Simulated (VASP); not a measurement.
Input of a VASP 6.6.1 run:

Contents of INCAR:

```
  PREC = Accurate
  ENCUT = 600
  EDIFF = 1E-6
  ISMEAR = -1
  SIGMA = 0.1
  LREAL = F
  LASPH = T
  NELM = 60
  ALGO = Normal
  ISIF = 3
  LWAVE = F
  LCHARG = F
  GGA = RE
  IBRION = 2
  NSW = 80
  EDIFFG = -0.01
```

KPOINTS

```
regular mesh
0
Gamma
  12 12 12
```

POSCAR

```
Sn
1.0
   -1.9137253733      1.9137253733      1.9137253733
    1.9137253733     -1.9137253733      1.9137253733
    1.9137253733      1.9137253733     -1.9137253733
Sn
1
Direct
    0.0000000000      0.0000000000      0.0000000000
```

Potentials or basis: VASP PAW PBE potentials, release 64 (Sn_d).

Launch:

```sh
$ cat potpaw_PBE.64/Sn_d/POTCAR > POTCAR
$ mpirun -np 1 vasp_std > vasp.out
```

Q: Predict the space group after relaxing (to 0.05 Å).

A: Im-3m (No. 229).

Q: What does it give for the band gap on the k mesh?

A: Zero (band 7 reaches 15.43 eV, above the bottom of band 8 at 5.40 eV).

Final structure:
```
CELL_PARAMETERS angstrom
-1.91676 1.91676 1.91676
1.91676 -1.91676 1.91676
1.91676 1.91676 -1.91676
ATOMIC_POSITIONS crystal
Sn 0.00000 0.00000 0.00000
```

Caveat: spin-orbit coupling is left out, which moves the levels of the heavy elements.
